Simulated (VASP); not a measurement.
# AlN in VASP: a series of runs

The runs below take AlN through single point, with PBEsol.

Program: VASP 6.6.1. These are calculated values, not measurements. Logs are shortened: lines on timing, memory, paths and dates and some standing lists are left out, and cuts for length are marked.

**1. The cell of the first run**

The cell holds a wire or tube with vacuum around it, 4 atoms: a = 10.800 Å, b = 9.300 Å, c = 3.412 Å, α = 90.00°, β = 90.00°, γ = 90.00°.

**2. Single point, PBEsol, collinear spin, ferromagnetic start**

Contents of INCAR:

```
PREC = Accurate
ENCUT = 520
EDIFF = 1E-6
ISMEAR = 0
SIGMA = 0.05
LREAL = False
LASPH = True
NELM = 200
ALGO = Normal
ISIF = 2
LWAVE = False
LCHARG = False
ISPIN = 2
MAGMOM = 0.5 0.5 0.5 0.5
LORBIT = 11
GGA = PS
NBANDS = 20
GGA_COMPAT = False
```

Contents of KPOINTS:

```
regular mesh
0
Gamma
  1 1 19
```

Contents of POSCAR:

```
AlN
1.0
   10.8000000000      0.0000000000      0.0000000000
    0.0000000000      9.3000000000      0.0000000000
    0.0000000000      0.0000000000      3.4118161573
Al N
2 2
Direct
    0.4170739128      0.5000000000      0.0000000000
    0.5829260872      0.5000000000      0.5000000000
    0.4170739128      0.5000000000      0.5000000000
    0.5829260872      0.5000000000      0.0000000000
```

Potentials or basis: VASP PAW PBE potentials, release 64 (Al, N).

Run with:

```bash
$ cat potpaw_PBE.64/Al/POTCAR potpaw_PBE.64/N/POTCAR > POTCAR
$ mpirun -np 1 vasp_std > vasp.out
```

OUTCAR:

```text
PREC = Accurate
   ENCUT = 520
   EDIFF = 1E-6
   ISMEAR = 0
   LREAL = False
   LASPH = True
   NELM = 200
   ISIF = 2
   ISPIN = 2
   LORBIT = 11
   GGA = PS

 ion  position               nearest neighbor table
   1  0.417  0.500  0.000-   3 1.71   3 1.71   4 1.79   2 2.47   2 2.47
   2  0.583  0.500  0.500-   4 1.71   4 1.71   3 1.79   1 2.47   1 2.47
   3  0.417  0.500  0.500-   1 1.71   1 1.71   2 1.79
   4  0.583  0.500  0.000-   2 1.71   2 1.71   1 1.79

  LATTYP: Found a simple orthorhombic cell.
 ALAT       =     3.4118161573
 B/A-ratio  =     2.7258209620
 C/A-ratio  =     3.1654695042

  Lattice vectors:

 A1 = (   0.0000000000,   0.0000000000,  -3.4118161573)
 A2 = (   0.0000000000,   9.3000000000,   0.0000000000)
 A3 = (  10.8000000000,   0.0000000000,   0.0000000000)

Analysis of symmetry for initial positions (statically):
=====================================================================
 Subroutine PRICEL returns:
 Original cell was already a primitive cell.

 Routine SETGRP: Setting up the symmetry group for a
 simple orthorhombic supercell.

 Subroutine GETGRP returns: Found  8 space group operations
 (whereof  4 operations were pure point group operations)
 out of a pool of  8 trial point group operations.

The static configuration has the point symmetry C_2v.
 The point group associated with its full space group is D_2h.

Analysis of symmetry for dynamics (positions and initial velocities):
=====================================================================
 Subroutine PRICEL returns:
 Original cell was already a primitive cell.

 Routine SETGRP: Setting up the symmetry group for a
 simple orthorhombic supercell.

 Subroutine GETGRP returns: Found  8 space group operations
 (whereof  4 operations were pure point group operations)
 out of a pool of  8 trial point group operations.

The dynamic configuration has the point symmetry C_2v.
 The point group associated with its full space group is D_2h.

Analysis of structural, dynamic, and magnetic symmetry:
=====================================================================
 Subroutine PRICEL returns:
 Original cell was already a primitive cell.

 Routine SETGRP: Setting up the symmetry group for a
 simple orthorhombic supercell.

 Subroutine GETGRP returns: Found  8 space group operations
 (whereof  4 operations were pure point group operations)
 out of a pool of  8 trial point group operations.

The overall configuration has the point symmetry C_2v.
 The point group associated with its full space group is D_2h.
[... 116 lines left out ...]
   IVDW    =     0    specifies the selected vdW correction
   LEPSILON=     F    determine dielectric tensor
   LRPA    =     F    only Hartree local field effects (RPA)
 spin polarized calculation
 Gauss-broadening in eV      SIGMA  =   0.05
  energy-cutoff  :      520.00
  volume of cell :      342.68
 maximum number of plane-waves:      9269
   NGX = 41   NGY = 35   NGZ = 13

 number of electron      15.9999996 magnetization       0.0000129

 number of electron      15.9999996 magnetization      -0.0000219

 Free energy of the ion-electron system (eV)
  ---------------------------------------------------
  ext. energy  EPLUGINS =         0.00000000
  ---------------------------------------------------
  free energy    TOTEN  =       -25.26176238 eV

  energy without entropy =      -25.26176238  energy(sigma->0) =      -25.26176238

 E-fermi :  -3.5347     XC(G=0):  -2.4621

 val. band max:       -3.8366380996   @ k =   0.0000   0.0000   0.1579
 cond. band min:      -1.0994938325   @ k =   0.0000   0.0000   0.0000
 fundamental gap:      2.7371442671
 Fermi energy:        -3.5346783838

 spin component 1

 k-point     1 :       0.0000    0.0000    0.0000
  band No.  band energies     occupation
      1     -18.4586      1.00000
      2     -15.6803      1.00000
      3      -7.7887      1.00000
      4      -6.6711      1.00000
      5      -6.6181      1.00000
      6      -5.0712      1.00000
[... 206 lines left out ...]
      6      -4.6482      1.00000
[... 12 lines left out ...]
     19       5.1929      0.00000
     20       5.5639      0.00000
 Fermi energy:        -3.5346783838

 spin component 2

 k-point     1 :       0.0000    0.0000    0.0000
  band No.  band energies     occupation
      1     -18.4586      1.00000
      2     -15.6803      1.00000
      3      -7.7887      1.00000
      4      -6.6711      1.00000
      5      -6.6181      1.00000
      6      -5.0712      1.00000
[... 219 lines left out ...]
     19       5.1977      0.00000
     20       5.5646      0.00000

------------------------ aborting loop because EDIFF is reached ----------------------------------------

  FORCE on cell =-STRESS in cart. coord.  units (eV):
  Direction    XX          YY          ZZ          XY          YZ          ZX
  --------------------------------------------------------------------------------------
  -------------------------------------------------------------------------------------
  Total        9.1274963     -0.0135282     13.7265733      0.0000000      0.0000000      0.0000000
  in kB       42.6746453     -0.0632495     64.1771445      0.0000000      0.0000000      0.0000000
  external PRESSURE =      35.5961801 kB  Pullay stress =       0.0000000 kB

 VOLUME and BASIS-vectors are now :
 -----------------------------------------------------------------------------
  energy-cutoff  :      520.00
  volume of cell :      342.68
      direct lattice vectors                 reciprocal lattice vectors
    10.800000000  0.000000000  0.000000000     0.092592593  0.000000000  0.000000000
     0.000000000  9.300000000  0.000000000     0.000000000  0.107526882  0.000000000
     0.000000000  0.000000000  3.411816157     0.000000000  0.000000000  0.293099028

 POSITION                                       TOTAL-FORCE (eV/Angst)
 -----------------------------------------------------------------------------------
      4.50440      4.65000      0.00000        -0.944055      0.000000      0.000000
      6.29560      4.65000      1.70591         0.944055      0.000000      0.000000
      4.50440      4.65000      1.70591        -4.163286      0.000000      0.000000
      6.29560      4.65000      0.00000         4.163286      0.000000      0.000000
 -----------------------------------------------------------------------------------
    total drift:                                0.000000      0.000000     -0.000000

  FREE ENERGIE OF THE ION-ELECTRON SYSTEM (eV)
  ---------------------------------------------------
  free  energy   TOTEN  =       -25.2617623790 eV

  energy  without entropy=      -25.2617623790  energy(sigma->0) =      -25.26176238

 total charge

# of ion       s       p       d       tot
------------------------------------------
    1        0.418   0.512   0.000   0.930
    2        0.418   0.512   0.000   0.930
    3        1.245   2.650   0.000   3.894
    4        1.245   2.650   0.000   3.894
--------------------------------------------------
tot          3.326   6.324   0.000   9.650

 magnetization (x)

# of ion       s       p       d       tot
------------------------------------------
    1        0.000  -0.000   0.000   0.000
    2        0.000  -0.000   0.000   0.000
    3        0.000   0.000   0.000   0.000
    4        0.000   0.000   0.000   0.000
--------------------------------------------------
tot          0.000   0.000   0.000   0.000
```

OSZICAR:

```text
N       E                     dE             d eps       ncg     rms          rms(c)
DAV:   1     0.120811575766E+03    0.12081E+03   -0.47171E+03   816   0.517E+02
[... 18 lines left out ...]
DAV:  20    -0.252616849604E+02   -0.83731E-04   -0.10694E-05   812   0.128E-02    0.191E-03
DAV:  21    -0.252617321530E+02   -0.47193E-04   -0.44861E-06   812   0.936E-03    0.137E-03
DAV:  22    -0.252617479341E+02   -0.15781E-04   -0.14877E-06   872   0.571E-03    0.777E-04
DAV:  23    -0.252617559175E+02   -0.79833E-05   -0.11854E-06   844   0.497E-03    0.785E-04
DAV:  24    -0.252617603601E+02   -0.44426E-05   -0.45129E-07   728   0.390E-03    0.531E-04
DAV:  25    -0.252617615419E+02   -0.11818E-05   -0.19204E-07   660   0.257E-03    0.222E-04
DAV:  26    -0.252617623790E+02   -0.83715E-06   -0.10008E-07   664   0.156E-03
   1 F= -.25261762E+02 E0= -.25261762E+02  d E =-.809435E-18  mag=    -0.0000
```

It took 2.2 min on 1 thread of AMD EPYC 9R45 (Zen 5), shared host; peak memory 0.53 GiB.

What came out:

| Quantity | Value |
| --- | --- |
| Free energy | -25.2618 eV |
| Largest force | 4.163 eV/Å |
| Band gap on the k mesh | 2.74 eV (least direct gap 2.75 eV) |
| Net moment | 0.00 μB per cell |
| Valence electrons inside the program's atomic spheres | Al 0.93; N 3.89 |

Forces in eV/Å, atoms in the order of the input:
```
Al  -0.944  0.000  0.000
Al   0.944  0.000  0.000
N   -4.163  0.000  0.000
N    4.163  0.000  0.000
```

Levels at points of the mesh, in eV from the valence-band top:
Spin up:
| k point | band 4 | band 5 | band 6 | band 7 | band 8 | band 9 | band 10 | band 11 | band 12 | band 13 |
| --- | --- | --- | --- | --- | --- | --- | --- | --- | --- | --- |
| (0.00, 0.00, 0.00) | -2.83 | -2.78 | -1.23 | -1.20 | -0.01 | 2.74 | 4.69 | 5.16 | 5.45 | 5.52 |
Spin down:
| k point | band 4 | band 5 | band 6 | band 7 | band 8 | band 9 | band 10 | band 11 | band 12 | band 13 |
| --- | --- | --- | --- | --- | --- | --- | --- | --- | --- | --- |
| (0.00, 0.00, 0.00) | -2.83 | -2.78 | -1.23 | -1.20 | -0.01 | 2.74 | 4.69 | 5.16 | 5.45 | 5.52 |

Caveat: the PAW data sets were made with another functional, which shifts forces and pressure a little.

**3. Single point, PBEsol, collinear spin, ferromagnetic start**

This run uses another cell than the first one.

Contents of INCAR:

```
PREC = Accurate
ENCUT = 520
EDIFF = 1E-6
ISMEAR = 0
SIGMA = 0.05
LREAL = F
LASPH = T
NELM = 200
ALGO = Normal
ISIF = 2
LWAVE = F
LCHARG = F
ISPIN = 2
MAGMOM = 0.5 0.5 0.5 0.5
LORBIT = 11
GGA = PS
NBANDS = 20
GGA_COMPAT = F
```

Contents of KPOINTS:

```
Automatic mesh
0
Gamma
  1 1 19
```

Contents of POSCAR:

```
AlN
1.0
   10.8000000000      0.0000000000      0.0000000000
    0.0000000000      9.3000000000      0.0000000000
    0.0000000000      0.0000000000      3.5048343767
Al N
2 2
Direct
    0.4190020069      0.5000000000      0.0000000000
    0.5809979931      0.5000000000      0.5000000000
    0.4003377635      0.5000000000      0.5000000000
    0.5996622365      0.5000000000      0.0000000000
```

Potentials or basis: VASP PAW PBE potentials, release 64 (Al, N).

Run with:

```bash
$ cat potpaw_PBE.64/Al/POTCAR potpaw_PBE.64/N/POTCAR > POTCAR
$ mpirun -np 1 vasp_std > vasp.out
```

OUTCAR:

```text
PREC = Accurate
   ENCUT = 520
   EDIFF = 1E-6
   ISMEAR = 0
   LREAL = F
   LASPH = T
   NELM = 200
   ISIF = 2
   ISPIN = 2
   LORBIT = 11
   GGA = PS

 ion  position               nearest neighbor table
   1  0.419  0.500  0.000-   3 1.76   3 1.76   4 1.95   2 2.48   2 2.48
   2  0.581  0.500  0.500-   4 1.76   4 1.76   3 1.95   1 2.48   1 2.48
   3  0.400  0.500  0.500-   1 1.76   1 1.76   2 1.95
   4  0.600  0.500  0.000-   2 1.76   2 1.76   1 1.95

  LATTYP: Found a simple orthorhombic cell.
 ALAT       =     3.5048343767
[... 676 lines left out ...]
  volume of cell :      352.03
      direct lattice vectors                 reciprocal lattice vectors
    10.800000000  0.000000000  0.000000000     0.092592593  0.000000000  0.000000000
     0.000000000  9.300000000  0.000000000     0.000000000  0.107526882  0.000000000
     0.000000000  0.000000000  3.504834377     0.000000000  0.000000000  0.285320187

 POSITION                                       TOTAL-FORCE (eV/Angst)
 -----------------------------------------------------------------------------------
      4.52522      4.65000      0.00000        -0.009062      0.000000      0.000000
      6.27478      4.65000      1.75242         0.009062      0.000000      0.000000
      4.32365      4.65000      1.75242        -0.022816      0.000000      0.000000
      6.47635      4.65000      0.00000         0.022816      0.000000      0.000000
 -----------------------------------------------------------------------------------
    total drift:                                0.000000     -0.000000     -0.000000

  FREE ENERGIE OF THE ION-ELECTRON SYSTEM (eV)
  ---------------------------------------------------
  free  energy   TOTEN  =       -26.1251991226 eV

  energy  without entropy=      -26.1251991226  energy(sigma->0) =      -26.12519912

 total charge

# of ion       s       p       d       tot
------------------------------------------
    1        0.389   0.449   0.000   0.837
    2        0.389   0.449   0.000   0.837
    3        1.227   2.552   0.000   3.779
    4        1.227   2.552   0.000   3.779
--------------------------------------------------
tot          3.232   6.001   0.000   9.233

 magnetization (x)

# of ion       s       p       d       tot
------------------------------------------
    1        0.000  -0.000   0.000  -0.000
    2        0.000  -0.000   0.000  -0.000
    3        0.000   0.000   0.000   0.000
    4        0.000   0.000   0.000   0.000
--------------------------------------------------
tot          0.000   0.000   0.000   0.000
```

Run time: 2.4 min. Hardware: 1 thread of AMD EPYC 9R45 (Zen 5), shared host; peak memory 0.53 GiB.

What came out:

- Free energy: -26.1252 eV
- Largest force: 0.023 eV/Å
- Band gap on the k mesh: 2.77 eV (least direct gap 2.83 eV)
- Net moment: 0.00 μB per cell
- Valence electrons inside the program's atomic spheres: Al 0.84; N 3.78

Forces in eV/Å, atoms in the order of the input:
```
Al  -0.009  0.000  0.000
Al   0.009  0.000  0.000
N   -0.023  0.000  0.000
N    0.023  0.000  0.000
```

Caveat: the PAW data sets were made with another functional, which shifts forces and pressure a little.
